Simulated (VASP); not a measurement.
Input of a VASP 6.6.1 run:

The input INCAR:

```
SYSTEM = Pd
PREC = Accurate
ENCUT = 520
EDIFF = 1E-6
ISMEAR = 0
SIGMA = 0.15
LREAL = .FALSE.
LASPH = .TRUE.
NELM = 60
ALGO = Fast
ISIF = 2
LWAVE = .FALSE.
LCHARG = .TRUE.
GGA = PS
LELF = .TRUE.
LVHAR = .TRUE.
NBANDS = 11
```

File KPOINTS:

```
Automatic mesh
0
G
  22 22 22
  0 0 0
```

POSCAR

```
Pd
1.0
   -1.5722810000      1.5722810000      1.4936669500
    1.5722810000     -1.5722810000      1.4936669500
    1.5722810000      1.5722810000     -1.4936669500
Pd
1
Direct
    0.0000000000      0.0000000000      0.0000000000
```

Potentials or basis: VASP PAW PBE potentials, release 64 (Pd).

Command:

```bash
$ cat potpaw_PBE.64/Pd/POTCAR > POTCAR
$ mpirun -np 1 vasp_std > vasp.out
```

What does it give for the band gap on the k mesh?

Zero (band 5 reaches 10.22 eV, above the bottom of band 6 at 8.57 eV).

What does it give for the pressure?

-1.7 GPa.

Stress tensor (GPa, compression positive):
```
-1.31  0.00  0.00
 0.00 -1.31  0.00
 0.00  0.00 -2.53
```

Caveat: the cell differs from its parent crystal (strain +0.000 along x and y, -0.050 along z); the PAW data sets were made with another functional, which shifts forces and pressure a little.
